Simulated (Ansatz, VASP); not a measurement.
AlRu: VASP beside Ansatz

The input INCAR:

```
SYSTEM = AlRu
PREC = Accurate ; ENCUT = 520
EDIFF = 1E-7 ; ISMEAR = -1
SIGMA = 0.1 ; LREAL = .False.
LASPH = .True. ; NELM = 60
ALGO = Normal ; ISIF = 2
LWAVE = .False. ; LCHARG = .False.
GGA = PE ; NBANDS = 16
```

Contents of KPOINTS:

```
regular mesh
0
Gamma
  14 14 14
  0 0 0
```

POSCAR

```
AlRu
1.0
    0.0000000000      2.4419532931      2.4419532931
    2.4419532931      0.0000000000      2.4419532931
    2.4419532931      2.4419532931      0.0000000000
Ru Al
1 1
Direct
    0.0000000000      0.0000000000      0.0000000000
    0.5000000000      0.5000000000      0.5000000000
```

Input for Ansatz:

```yaml
crystal:
  lattice:
    - [0.0, 2.4419532931, 2.4419532931]
    - [2.4419532931, 0.0, 2.4419532931]
    - [2.4419532931, 2.4419532931, 0.0]
  atoms:
    - { symbol: Ru, position: [0.0, 0.0, 0.0] }
    - { symbol: Al, position: [0.5, 0.5, 0.5] }
kpoints:
  mp_grid: { grid: [14, 14, 14] }
scf:
  occupations: { method: fermi_dirac, width: 0.1 }
hamiltonian:
  xc: pbe
  pseudopotentials: { kind: paw }
output:
  forces: true
  stress: true
  eigenvalues: true
  populations: true
```

Change from the starting cell: volume scaled by 0.94, PAW files.

Alike in both runs: task single point; functional PBE; k mesh 14 × 14 × 14; occupations fermi-dirac, width 0.1 eV; no spin polarisation.

```csv
,VASP,Ansatz
version,VASP 6.6.1,Ansatz 0.2.0
potentials or method,"VASP PAW PBE potentials, release 64 (Ru_pv, Al)","PAW with Ansatz's default frozen-core files, scalar-relativistic"
plane-wave cutoff (eV),520,420
valence electrons in the cell,17,19
```

Ansatz gave:

* pressure (GPa): 10.0

Estimate VASP's values.

pressure (GPa): 10.1.

VASP's potentials hold 17 valence electrons a cell and Ansatz's 19, so a difference there can come from the potentials and not from the codes.
